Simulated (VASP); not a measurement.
# Mo in VASP: a series of runs

The runs below take Mo through single point, with r2SCAN.

All numbers are computed with VASP 6.6.1; they aren't measurements. Logs are shortened: lines on timing, memory, paths and dates and some standing lists are left out, and cuts for length are marked.

## (1) The cell of the first run

Symmetry: Im-3m, No. 229, cubic system. Conventional cell: a = 3.168 Å, b = 3.168 Å, c = 3.168 Å, α = 90.00°, β = 90.00°, γ = 90.00°. Mo (site symmetry m-3m) has 14 Mo at 2.74 to 3.17 Å within 3.6 Å.

## (2) Single point, r2SCAN

Input file POSCAR:

```
Mo
1.0
   -1.5838089719      1.5838089719      1.5838089719
    1.5838089719     -1.5838089719      1.5838089719
    1.5838089719      1.5838089719     -1.5838089719
Mo
1
Direct
    0.0000000000      0.0000000000      0.0000000000
```

Input file INCAR.step1:

```
PREC = Accurate
ENCUT = 520
ISMEAR = 0
SIGMA = 0.1
LREAL = F
LASPH = T
NELM = 100
NBANDS = 13
GGA = PE
ALGO = Normal
EDIFF = 1E-4
LWAVE = T
LCHARG = F
```

Input file INCAR.step2:

```
PREC = Accurate
ENCUT = 520
EDIFF = 1E-7
ISMEAR = 0
SIGMA = 0.1
LREAL = F
LASPH = T
NELM = 100
ALGO = Normal
ISIF = 2
LWAVE = F
LCHARG = T
METAGGA = R2SCAN
LMIXTAU = T
LELF = T
LVHAR = T
NBANDS = 13
ISTART = 1
```

Input file KPOINTS:

```
Automatic mesh
0
Gamma
  8 8 8
```

Potentials or basis: VASP PAW PBE potentials, release 64 (Mo_sv).

The run is started by

```
> cat potpaw_PBE.64/Mo_sv/POTCAR > POTCAR
> cp INCAR.step1 INCAR
> mpirun -np 1 vasp_std > vasp.out
> cp INCAR.step2 INCAR
> mpirun -np 1 vasp_std > vasp.out
```

OUTCAR:

```text
PREC = Accurate
   ENCUT = 520
   EDIFF = 1E-7
   ISMEAR = 0
   LREAL = F
   LASPH = T
   NELM = 100
   ISIF = 2
   METAGGA = R2SCAN
   ISTART = 1

 ion  position               nearest neighbor table
   1  0.000  0.000  0.000-

  LATTYP: Found a body centered cubic cell.
 ALAT       =     3.1676179438

  Lattice vectors:

 A1 = (  -1.5838089719,   1.5838089719,   1.5838089719)
 A2 = (   1.5838089719,  -1.5838089719,   1.5838089719)
 A3 = (   1.5838089719,   1.5838089719,  -1.5838089719)

Analysis of symmetry for initial positions (statically):
=====================================================================
 Subroutine PRICEL returns:
 Original cell was already a primitive cell.

 Routine SETGRP: Setting up the symmetry group for a
 body centered cubic supercell.

 Subroutine GETGRP returns: Found 48 space group operations
 (whereof 48 operations were pure point group operations)
 out of a pool of 48 trial point group operations.

The static configuration has the point symmetry O_h .

Analysis of symmetry for dynamics (positions and initial velocities):
=====================================================================
 Subroutine PRICEL returns:
 Original cell was already a primitive cell.

 Routine SETGRP: Setting up the symmetry group for a
 body centered cubic supercell.

 Subroutine GETGRP returns: Found 48 space group operations
 (whereof 48 operations were pure point group operations)
 out of a pool of 48 trial point group operations.

The dynamic configuration has the point symmetry O_h .

 Subroutine INISYM returns: Found 48 space group operations
 (whereof 48 operations are pure point group operations),
 and found     1 'primitive' translations

----------------------------------------------------------------------------------------

                                     Primitive cell

  volume of cell :      15.8916

  direct lattice vectors                    reciprocal lattice vectors
    -1.583808972  1.583808972  1.583808972     0.000000000  0.315694638  0.315694638
     1.583808972 -1.583808972  1.583808972     0.315694638  0.000000000  0.315694638
     1.583808972  1.583808972 -1.583808972     0.315694638  0.315694638  0.000000000

  length of vectors
     2.743237609  2.743237609  2.743237609     0.446459639  0.446459639  0.446459639

  position of ions in fractional coordinates (direct lattice)
     0.000000000  0.000000000  0.000000000

  ion indices of the primitive-cell ions
   primitive index   ion index
                 1           1

----------------------------------------------------------------------------------------

 KPOINTS: Automatic mesh

Automatic generation of k-mesh.
 Grid dimensions read from file:
 generate k-points for:    8    8    8

 Generating k-lattice:

  Cartesian coordinates                     Fractional coordinates (reciprocal lattice)
     0.000000000  0.039461830  0.039461830     0.125000000  0.000000000  0.000000000
     0.039461830  0.000000000  0.039461830     0.000000000  0.125000000  0.000000000
     0.039461830  0.039461830  0.000000000     0.000000000  0.000000000  0.125000000

  Length of vectors
     0.055807455  0.055807455  0.055807455

  Shift w.r.t. Gamma in fractional coordinates (k-lattice)
     0.000000000  0.000000000  0.000000000

 Subroutine IBZKPT returns following result:
 ===========================================

 Found     29 irreducible k-points:

 Following reciprocal coordinates:
            Coordinates               Weight
  0.000000  0.000000  0.000000      1.000000
  0.125000  0.000000  0.000000     12.000000
  0.250000  0.000000  0.000000     12.000000
  0.375000  0.000000  0.000000     12.000000
  0.500000  0.000000  0.000000      6.000000
  0.125000  0.125000  0.000000     24.000000
[... 16 lines left out ...]
 -0.250000  0.250000  0.250000      6.000000
 -0.375000  0.375000  0.250000     24.000000
 [... further k-points ...]
   k-points           NKPTS =     29   k-points in BZ     NKDIM =     29   number of bands    NBANDS=     13
   number of dos      NEDOS =    301   number of ions     NIONS =      1
   total plane-waves  NPLWV =   8000
   dimension x,y,z NGX =    20 NGY =   20 NGZ =   20
   dimension x,y,z NGXF=    40 NGYF=   40 NGZF=   40
   ions per type =               1
   NGX,Y,Z   is equivalent  to a cutoff of  12.12, 12.12, 12.12 a.u.
   NGXF,Y,Z  is equivalent  to a cutoff of  24.24, 24.24, 24.24 a.u.
 SYSTEM =  unknown system
   PREC   = accura    normal or accurate (medium, high low for compatibility)
   ISTART =      1    job   : 0-new  1-cont  2-samecut
   ICHARG =      0    charge: 1-file 2-atom 10-const
   ISPIN  =      1    spin polarized calculation?
   LNONCOLLINEAR =      F non collinear calculations
   LSORBIT =      F    spin-orbit coupling
   LASPH  =      T    aspherical Exc in radial PAW
   ENCUT  =  520.0 eV  38.22 Ry    6.18 a.u.   5.10  5.10  5.10*2*pi/ulx,y,z
   NELM   =    100;   NELMIN=  2; NELMDL=  0     # of ELM steps
   EDIFF  = 0.1E-06   stopping-criterion for ELM
   LREAL  =      F    real-space projection
   EDIFFG = 0.1E-05   stopping-criterion for IOM
   NSW    =      0    number of steps for IOM
   IBRION =     -1    ionic relax: 0-MD 1-quasi-New 2-CG
   NFREE  =      0    steps in history (QN), initial steepest desc. (CG)
   ISIF   =      2    stress and relaxation
   ISYM   =      2    0-nonsym 1-usesym 2-fastsym
   POTIM  = 0.5000    time-step for ionic-motion
   TEBEG  =    0.0;   TEEND  =   0.0 temperature during run
   PSTRESS=    0.0 pullay stress
   NELECT =      14.0000    total number of electrons
   NUPDOWN=      -1.0000    fix difference up-down
   EMIN   =  10.00;   EMAX   =-10.00  energy-range for DOS
   EFERMI =   0.00;   METHOD = LEGACY
   ISMEAR =     0;   SIGMA  =   0.10  broadening in eV -4-tet -1-fermi 0-gaus
   EFERMI_NEDOS =   21; number of points for ismear=-14 and -15
   IALGO  =     38    algorithm
   IMIX   =      4    mixing-type and parameters
     AMIX     =   0.40;   BMIX     =  1.00
     AMIX_MAG =   1.60;   BMIX_MAG =  1.00
  volume/ion in A,a.u.               =      15.89       107.24
  Fermi-wavevector in a.u.,A,eV,Ry     =   1.569380  2.965698 33.510508  2.462953
  Thomas-Fermi vector in A             =   2.671271
   LORBIT       =      0    0 simple, 1 ext, 2 COOP (PROOUT), +10 PAW based schemes
   METAGGA = R2SCAN    functional components
   LHFCALC =     F    Hartree Fock is set to
   AEXX    =    0.0000 exact exchange contribution
   IVDW    =     0    specifies the selected vdW correction
   LEPSILON=     F    determine dielectric tensor
   LRPA    =     F    only Hartree local field effects (RPA)
 non-spin polarized calculation
 Gauss-broadening in eV      SIGMA  =   0.10
  energy-cutoff  :      520.00
  volume of cell :       15.89
 maximum number of plane-waves:       439
   NGX = 11   NGY = 11   NGZ = 11

 number of electron      14.0000005 magnetization

 Free energy of the ion-electron system (eV)
  ---------------------------------------------------
  ext. energy  EPLUGINS =         0.00000000
  ---------------------------------------------------
  free energy    TOTEN  =       -26.05943794 eV

  energy without entropy =      -26.05569377  energy(sigma->0) =      -26.05756586

 E-fermi :  12.1722     XC(G=0): -14.5365

 val. band max:       11.9744621720   @ k =   0.3750   0.1250   0.0000
 cond. band min:      12.1906846560   @ k =   0.3750   0.0000   0.0000
 fundamental gap:      0.2162224840
 Fermi energy:        12.1721644485

 k-point     1 :       0.0000    0.0000    0.0000
  band No.  band energies     occupation
      1     -50.9655      2.00000
      2     -23.4742      2.00000
      3     -23.4742      2.00000
      4     -23.4742      2.00000
      5       4.6728      2.00000
      6      10.8794      2.00000
      7      10.8794      2.00000
      8      10.8794      2.00000
      9      14.1572      0.00000
     10      14.1572      0.00000
     11      27.7532      0.00000
     12      27.7532      0.00000
     13      27.7532      0.00000

 k-point     2 :       0.1250    0.0000    0.0000
  band No.  band energies     occupation
      1     -50.9262      2.00000
      2     -23.6964      2.00000
      3     -23.5427      2.00000
      4     -23.4758      2.00000
      5       5.3551      2.00000
      6      10.5030      2.00000
      7      10.7835      2.00000
      8      11.5336      2.00000
      9      13.7012      0.00000
     10      14.1716      0.00000
     11      28.1663      0.00000
     12      28.8654      0.00000
     13      28.9209      0.00000

 k-point     3 :       0.2500    0.0000    0.0000
  band No.  band energies     occupation
      1     -50.8301      2.00000
      2     -24.2129      2.00000
      3     -23.7050      2.00000
      4     -23.4796      2.00000
      5       6.7429      2.00000
      6       9.7069      2.00000
      7      10.6495      2.00000
      8      13.3455      0.00000
      9      13.5621      0.00000
     10      14.3087      0.00000
     11      27.6880      0.00000
     12      28.9691      0.00000
     13      32.0056      0.00000
[... 305 lines left out ...]
 k-point    23 :      -0.2500    0.2500    0.2500
  band No.  band energies     occupation
      1     -50.7144      2.00000
      2     -24.2406      2.00000
      3     -23.9565      2.00000
      4     -23.9565      2.00000
      5       8.3427      2.00000
      6       9.6520      2.00000
      7      11.6152      2.00000
      8      11.6152      2.00000
      9      13.1628      0.00000
     10      15.9054      0.00000
     11      28.1912      0.00000
     12      31.0302      0.00000
     13      31.4536      0.00000

 k-point    24 :      -0.3750    0.3750    0.2500
  band No.  band energies     occupation
      1     -50.6312      2.00000
      2     -24.5347      2.00000
      3     -24.1283      2.00000
      4     -23.9992      2.00000
      5       8.2757      2.00000
      6       8.8492      2.00000
      7      11.6113      2.00000
      8      12.4892      0.00001
      9      15.2065      0.00000
     10      17.4525      0.00000
     11      26.5268      0.00000
     12      28.6060      0.00000
     13      29.7575      0.00000

 [... further k-points ...]
[... 5 lines left out ...]
  --------------------------------------------------------------------------------------
  -------------------------------------------------------------------------------------
  Total       -0.2103071     -0.2103071     -0.2103071     -0.0000000     -0.0000000      0.0000000
  in kB      -21.2029446    -21.2029446    -21.2029446     -0.0000000     -0.0000000      0.0000000
  external PRESSURE =     -21.2029446 kB  Pullay stress =       0.0000000 kB

 VOLUME and BASIS-vectors are now :
 -----------------------------------------------------------------------------
  energy-cutoff  :      520.00
  volume of cell :       15.89
      direct lattice vectors                 reciprocal lattice vectors
    -1.583808972  1.583808972  1.583808972     0.000000000  0.315694638  0.315694638
     1.583808972 -1.583808972  1.583808972     0.315694638  0.000000000  0.315694638
     1.583808972  1.583808972 -1.583808972     0.315694638  0.315694638  0.000000000

 POSITION                                       TOTAL-FORCE (eV/Angst)
 -----------------------------------------------------------------------------------
      0.00000      0.00000      0.00000         0.000000      0.000000     -0.000000
 -----------------------------------------------------------------------------------
    total drift:                                0.000000     -0.000000      0.000000

  FREE ENERGIE OF THE ION-ELECTRON SYSTEM (eV)
  ---------------------------------------------------
  free  energy   TOTEN  =       -26.0594379439 eV

  energy  without entropy=      -26.0556937662  energy(sigma->0) =      -26.05756586
```

Wall time 27 s (1 thread of Intel Xeon Platinum 8488C (Sapphire Rapids), shared host); peak memory 0.13 GiB.

What came out:

```yaml
Free_energy: -26.0594 eV
Pressure: -2.1 GPa
Band_gap_on_the_k_mesh: zero (band 7 reaches 16.31 eV, above the bottom of band 8 at 10.88 eV)
```

Levels at points of the mesh, in eV from the Fermi level:
```
           k point  band 5  band 6  band 7  band 8  band 9  band 10
(0.00, 0.00, 0.00)   -7.50   -1.29   -1.29   -1.29    1.99     1.99
(0.50, 0.00, 0.00)   -5.39   -3.40    1.62    1.95    2.64     4.90
(0.50, 0.50, 0.50)   -5.41   -5.41    4.14    4.14    4.14     9.45
```

Caveat: the PAW data sets were made with another functional, which shifts forces and pressure a little.

## (3) Single point, r2SCAN

This run uses another cell than the first one, of 15.63 Å³/atom, 0.984 times its volume.

Input file POSCAR:

```
Mo
1.0
   -1.5752151460      1.5752151460      1.5752151460
    1.5752151460     -1.5752151460      1.5752151460
    1.5752151460      1.5752151460     -1.5752151460
Mo
1
Direct
    0.0000000000      0.0000000000      0.0000000000
```

Input file INCAR.step1:

```
SYSTEM = Mo
PREC = Accurate
ENCUT = 520
ISMEAR = 0
SIGMA = 0.1
LREAL = .FALSE.
LASPH = .TRUE.
NELM = 80
NBANDS = 13
GGA = PE
ALGO = Normal
EDIFF = 1E-4
LWAVE = .TRUE.
LCHARG = .FALSE.
```

Input file INCAR.step2:

```
SYSTEM = Mo
PREC = Accurate
ENCUT = 520
EDIFF = 1E-6
ISMEAR = 0
SIGMA = 0.1
LREAL = .FALSE.
LASPH = .TRUE.
NELM = 80
ALGO = Normal
ISIF = 2
LWAVE = .FALSE.
LCHARG = .FALSE.
METAGGA = R2SCAN
LMIXTAU = .TRUE.
NBANDS = 13
ISTART = 1
```

Input file KPOINTS:

```
Automatic mesh
0
G
  18 18 18
  0 0 0
```

Potentials or basis: VASP PAW PBE potentials, release 64 (Mo_sv).

The run is started by

```
> cat potpaw_PBE.64/Mo_sv/POTCAR > POTCAR
> cp INCAR.step1 INCAR
> mpirun -np 1 vasp_std > vasp.out
> cp INCAR.step2 INCAR
> mpirun -np 1 vasp_std > vasp.out
```

OUTCAR:

```text
SYSTEM = Mo
   PREC = Accurate
   ENCUT = 520
   EDIFF = 1E-6
   ISMEAR = 0
   LREAL = .FALSE.
   LASPH = .TRUE.
   NELM = 80
   ISIF = 2
   METAGGA = R2SCAN
   ISTART = 1

 ion  position               nearest neighbor table
   1  0.000  0.000  0.000-

  LATTYP: Found a body centered cubic cell.
 ALAT       =     3.1504302920

  Lattice vectors:

 A1 = (  -1.5752151460,   1.5752151460,   1.5752151460)
 A2 = (   1.5752151460,  -1.5752151460,   1.5752151460)
 A3 = (   1.5752151460,   1.5752151460,  -1.5752151460)

[... 553 lines left out ...]
      5       7.3838      2.00000
      6       9.1271      2.00000
      7      12.5204      1.42008
      8      14.2890      0.00000
      9      15.4823      0.00000
     10      18.1470      0.00000
     11      24.8685      0.00000
     12      25.9241      0.00000
     13      30.4339      0.00000

 [... further k-points ...]
[... 5 lines left out ...]
  --------------------------------------------------------------------------------------
  -------------------------------------------------------------------------------------
  Total        0.1106039      0.1106039      0.1106039     -0.0000000      0.0000000      0.0000000
  in kB       11.3344711     11.3344711     11.3344711     -0.0000000      0.0000000      0.0000000
  external PRESSURE =      11.3344711 kB  Pullay stress =       0.0000000 kB

 VOLUME and BASIS-vectors are now :
 -----------------------------------------------------------------------------
  energy-cutoff  :      520.00
  volume of cell :       15.63
      direct lattice vectors                 reciprocal lattice vectors
    -1.575215146  1.575215146  1.575215146     0.000000000  0.317416958  0.317416958
     1.575215146 -1.575215146  1.575215146     0.317416958  0.000000000  0.317416958
     1.575215146  1.575215146 -1.575215146     0.317416958  0.317416958  0.000000000

 POSITION                                       TOTAL-FORCE (eV/Angst)
 -----------------------------------------------------------------------------------
      0.00000      0.00000      0.00000         0.000000      0.000000      0.000000
 -----------------------------------------------------------------------------------
    total drift:                                0.000000      0.000000      0.000000

  FREE ENERGIE OF THE ION-ELECTRON SYSTEM (eV)
  ---------------------------------------------------
  free  energy   TOTEN  =       -26.0772663374 eV

  energy  without entropy=      -26.0744473445  energy(sigma->0) =      -26.07585684
```

OUTCAR.step1:

```text
SYSTEM = Mo
   PREC = Accurate
   ENCUT = 520
   ISMEAR = 0
   LREAL = .FALSE.
   LASPH = .TRUE.
   NELM = 80
[... 600 lines left out ...]
 -----------------------------------------------------------------------------------
      0.00000      0.00000      0.00000         0.000000     -0.000000      0.000000
 -----------------------------------------------------------------------------------
    total drift:                                0.000000     -0.000000      0.000000

  FREE ENERGIE OF THE ION-ELECTRON SYSTEM (eV)
  ---------------------------------------------------
  free  energy   TOTEN  =       -10.9332300305 eV

  energy  without entropy=      -10.9306970963  energy(sigma->0) =      -10.93196356
```

OSZICAR.step1:

```text
N       E                     dE             d eps       ncg     rms          rms(c)
DAV:   1     0.934331523149E+02    0.93433E+02   -0.79826E+03  5070   0.111E+03
DAV:   2    -0.104211231261E+02   -0.10385E+03   -0.99999E+02  5835   0.313E+02
DAV:   3    -0.115864261292E+02   -0.11653E+01   -0.11612E+01  5675   0.332E+01
DAV:   4    -0.115891273935E+02   -0.27013E-02   -0.27012E-02  5700   0.193E+00
DAV:   5    -0.115891452075E+02   -0.17814E-04   -0.17814E-04  5693   0.139E-01    0.147E+01
DAV:   6    -0.110154400336E+02    0.57371E+00   -0.71409E-01  5230   0.104E+01    0.401E+00
DAV:   7    -0.109368923875E+02    0.78548E-01   -0.14203E-01  5610   0.442E+00    0.937E-01
DAV:   8    -0.109331614672E+02    0.37309E-02   -0.39398E-03  5275   0.802E-01    0.189E-01
DAV:   9    -0.109332300305E+02   -0.68563E-04   -0.81946E-05  3560   0.118E-01
   1 F= -.10933230E+02 E0= -.10931964E+02  d E =-.253293E-02
```

It took 94 s on 1 thread of Intel Xeon 6975P-C, shared host; peak memory 0.16 GiB.

Results:

* Free energy: -26.0773 eV
* Pressure: 1.1 GPa
* Band gap on the k mesh: zero (band 7 reaches 16.69 eV, above the bottom of band 8 at 11.12 eV)

Caveat: the PAW data sets were made with another functional, which shifts forces and pressure a little.

## (4) Single point, r2SCAN (equal strain along all axes, cell held: +6.0 %)

Input file POSCAR:

```
Mo
1.0
    3.3394561096      0.0000000000      0.0000000000
    0.0000000000      3.3394561096      0.0000000000
    0.0000000000      0.0000000000      3.3394561096
Mo
2
Direct
    0.0000000000      0.0000000000      0.0000000000
    0.5000000000      0.5000000000      0.5000000000
```

INCAR.step1, as its differences from that of step 3:

```diff
@@ -8,3 +8,3 @@
 NELM = 80
-NBANDS = 13
+NBANDS = 21
 GGA = PE
```

INCAR.step2, as its differences from that of step 3:

```diff
@@ -3,3 +3,3 @@
 ENCUT = 520
-EDIFF = 1E-6
+EDIFF = 1E-7
 ISMEAR = 0
@@ -15,3 +15,3 @@
 LMIXTAU = .TRUE.
-NBANDS = 13
+NBANDS = 21
 ISTART = 1
```

Input file KPOINTS:

```
Automatic mesh
0
G
  16 16 16
  0 0 0
```

The run is started by

```
> cat potpaw_PBE.64/Mo_sv/POTCAR > POTCAR
> cp INCAR.step1 INCAR
> mpirun -np 1 vasp_std > vasp.out
> cp INCAR.step2 INCAR
> mpirun -np 1 vasp_std > vasp.out
```

Run time: 7.9 min. Hardware: 1 thread of AMD EPYC 7R43 (Zen 3), shared host; peak memory 0.19 GiB.

Results (log left out):

* Free energy: -51.4753 eV
* Pressure: -32.2 GPa
* Band gap on the k mesh: zero (band 14 reaches 10.96 eV, above the bottom of band 15 at 9.37 eV)

Levels at points of the mesh, in eV from the Fermi level:
| k point | band 12 | band 13 | band 14 | band 15 | band 16 | band 17 |
| --- | --- | --- | --- | --- | --- | --- |
| (0.00, 0.00, 0.00) | -1.13 | -1.13 | -1.13 | 1.61 | 1.61 | 3.20 |
| (0.50, 0.00, 0.00) | -1.92 | -0.54 | -0.54 | -0.54 | -0.54 | 0.74 |
| (0.50, 0.50, 0.00) | -2.82 | 1.05 | 1.05 | 1.51 | 1.51 | 2.07 |
| (0.50, 0.50, 0.50) | -2.39 | -2.39 | -2.39 | 2.17 | 2.17 | 2.17 |

Caveat: the cell differs from its parent crystal (equal strain along all axes, cell held: +6.0 %); the PAW data sets were made with another functional, which shifts forces and pressure a little.

(Part 1 of 2 ends here.)
